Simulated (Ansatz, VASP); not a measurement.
# C: VASP beside Ansatz

```
CELL_PARAMETERS angstrom
2.49688 0.00000 0.00000
-1.24844 2.16236 0.00000
0.00000 0.00000 8.23710
ATOMIC_POSITIONS crystal
C 0.66667 0.33333 0.84375
C 0.33333 0.66667 0.34375
C 0.66667 0.33333 0.65625
C 0.33333 0.66667 0.15625
C 0.00000 0.00000 0.90625
C 0.00000 0.00000 0.40625
C 0.00000 0.00000 0.59375
C 0.00000 0.00000 0.09375
```

Alike in both runs: task relaxation of the atoms; functional PBE; k mesh 10 × 10 × 3; occupations fermi-dirac, width 0.05 eV; no spin polarisation.

|  | VASP | Ansatz |
| --- | --- | --- |
| version | VASP 6.6.1 | Ansatz 0.2.0 |
| potentials or method | VASP PAW PBE potentials, release 64 (C) | Ansatz PAW |
| plane-wave cutoff (eV) | 520 | 420 |
| valence electrons in the cell | 32 | 32 |

Ansatz gave:

| Item | Value |
| --- | --- |
| gap on the k mesh at the Fermi level, each at its own relaxed structure (eV) | 4.60 |

Task: Which values does VASP return?

Result: gap on the k mesh at the Fermi level, each at its own relaxed structure (eV): 4.59.

Noted on Ansatz's run: Pulay correction over one GPa; odd divisions of the mesh miss points on the zone boundary, where band edges often lie, so the gap on the mesh can be too wide.
